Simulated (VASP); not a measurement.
Input of a VASP 6.6.1 run:

Contents of INCAR:

```
  ALGO = Normal
  EDIFF = 1E-6
  ENCUT = 520
  ISIF = 2
  ISMEAR = -1
  LASPH = T
  LCHARG = F
  LREAL = F
  LWAVE = F
  NBANDS = 11
  NELM = 80
  PREC = Accurate
  SIGMA = 0.1
```

Contents of KPOINTS:

```
k-points
0
Gamma
  17 17 17
```

Contents of POSCAR:

```
AlN
1.0
    0.0000000000      2.1711263820      2.1711263820
    2.1711263820      0.0000000000      2.1711263820
    2.1711263820      2.1711263820      0.0000000000
Al N
1 1
Direct
    0.0000000000      0.0000000000      0.0000000000
    0.2500000000      0.2500000000      0.2500000000
```

Potentials or basis: VASP PAW LDA potentials, release 64 (Al, N).

Launch:

```bash
$ cat potpaw_LDA.64/Al/POTCAR potpaw_LDA.64/N/POTCAR > POTCAR
$ mpirun -np 1 vasp_std > vasp.out
```

**Question.** Predict the band gap on the k mesh.

**Answer.** 3.28 eV, indirect (least direct gap 4.39 eV).

**Question.** What does it give for the pressure?

**Answer.** 0.6 GPa.

A k mesh can miss the band edges. As with any semilocal functional, this LDA gap is likely too small.
